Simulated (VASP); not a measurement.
Ba2Ho3Te:

```xyz
6
Lattice="3.2592 1.8817 5.1262 -3.2592 1.8817 5.1262 0.0000 -3.7634 5.1262" Properties=species:S:1:pos:R:3 pbc="T T T"
Ba    0.0000    0.0000    9.6394
Ba    0.0000    0.0000    5.7391
Ho   -1.6296    0.9408    2.5631
Ho    1.6296    0.9408    2.5631
Ho    0.0000   -1.8817    2.5631
Te    0.0000    0.0000    0.0000
```

The cell was generated, and may not be a known phase.

* Program: VASP 6.6.1
* Task: relaxation of cell and atoms
* Functional: PBE
* Potentials or basis: VASP PAW PBE potentials, release 64 (Ba_sv, Ho_3, Te), 4f in core
* Cutoff: 500 eV
* k mesh: 3 × 3 × 3
* Occupations: gaussian, width 0.2 eV
* Spin: no spin polarisation

At the start: pressure 6.2 GPa; volume 31.44 Å³/atom.

**Question.** Where does the relaxation end?

**Answer.** Over 6 steps the energy falls by 112.3 meV/atom and the volume is 38.04 Å³/atom (+21.0 %); space group R-3m (No. 166, to 0.1 Å) before and after.

Step by step:
```csv
step,energy change (eV),largest force (eV/Å),pressure (GPa),volume (Å³)
1,0.0000,0.1058,6.16,188.62
2,-0.6554,0.0756,0.49,223.59
3,-0.6615,0.0933,-0.07,228.49
4,-0.6617,0.0901,0.03,227.65
5,-0.6653,0.0859,0.02,227.81
6,-0.6740,0.0727,-0.01,228.26
```

Final structure:
```cif
data_structure
_symmetry_space_group_name_H-M 'P 1'
_symmetry_Int_Tables_number 1
_cell_length_a 6.7285
_cell_length_b 6.7285
_cell_length_c 6.7285
_cell_angle_alpha 62.684
_cell_angle_beta 62.684
_cell_angle_gamma 62.684
_cell_volume 228.26
loop_
_atom_site_label
_atom_site_type_symbol
_atom_site_fract_x
_atom_site_fract_y
_atom_site_fract_z
_atom_site_occupancy
Ba1 Ba 0.62609 0.62609 0.62609 1
Ba2 Ba 0.37391 0.37391 0.37391 1
Ho1 Ho 0.00000 0.50000 0.00000 1
Ho2 Ho 0.50000 0.00000 0.00000 1
Ho3 Ho 0.00000 0.00000 0.50000 1
Te1 Te 0.00000 0.00000 0.00000 1
```

Caveat: the k points lie up to 0.37 Å⁻¹ apart in the final cell, too coarse for converged energies and pressures of a metal; the volume moved by over 15 % at a fixed basis, so the end points are rough; the relaxation stopped at a loose force limit of 0.08 eV/Å, so its end isn't a converged minimum.
